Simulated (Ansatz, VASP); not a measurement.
RbBr: VASP beside Ansatz

The input INCAR:

```
SYSTEM = RbBr
ALGO = Normal ; EDIFF = 1E-6
ENCUT = 520 ; GGA = PS
ISIF = 2 ; ISMEAR = 0
LASPH = .True. ; LCHARG = .False.
LREAL = .False. ; LWAVE = .False.
NBANDS = 15 ; NELM = 80
PREC = Accurate ; SIGMA = 0.05
```

Contents of KPOINTS:

```
k-points
0
Gamma
  6 6 6
  0 0 0
```

POSCAR

```
RbBr
1.0
    4.0229253675      0.0000000000      0.0000000000
    0.0000000000      4.0229253675      0.0000000000
    0.0000000000      0.0000000000      4.1260773000
Rb Br
1 1
Direct
    0.0000000000      0.0000000000      0.0000000000
    0.5000000000      0.5000000000      0.5000000000
```

Input for Ansatz:

```yaml
crystal:
  lattice:
    - [4.0229253675, 0.0, 0.0]
    - [0.0, 4.0229253675, 0.0]
    - [0.0, 0.0, 4.1260773]
  atoms:
    - { symbol: Rb, position: [0.0, 0.0, 0.0] }
    - { symbol: Br, position: [0.5, 0.5, 0.5] }
basis:
  ecutwfc: 420
kpoints:
  mp_grid: { grid: [6, 6, 6] }
hamiltonian:
  xc: pbesol
scf:
  occupations: { method: gaussian, width: 0.05 }
output:
  forces: true
  stress: true
  eigenvalues: true
```

Change from the starting cell: strain -0.025 along x and y, +0.000 along z, atoms carried along.

Alike in both runs: task single point; functional PBEsol; k mesh 6 × 6 × 6; occupations gaussian, width 0.05 eV; no spin polarisation.

|  | VASP | Ansatz |
| --- | --- | --- |
| version | VASP 6.6.1 | Ansatz 0.2.0 |
| potentials or method | VASP PAW PBE potentials, release 64 (Rb_sv, Br), cutoff 520 eV | scalar-relativistic, plane waves, PAW |
| valence electrons in the cell | 16 | 16 |

VASP gave:

| Item | Value |
| --- | --- |
| gap on the k mesh at the Fermi level (eV) | 4.02 |
| least direct gap on the mesh (eV) | 4.18 |
| pressure (GPa) | 0.2 |
| traceless stress, the component that is largest in VASP (GPa) | -0.52 |

Problem. Estimate Ansatz's values.

Solution. gap on the k mesh at the Fermi level (eV): 4.03; least direct gap on the mesh (eV): 4.18; pressure (GPa): 0.2; traceless stress, the component that is largest in VASP (GPa): -0.52.

VASP's potentials were made for PBE, not for PBEsol.
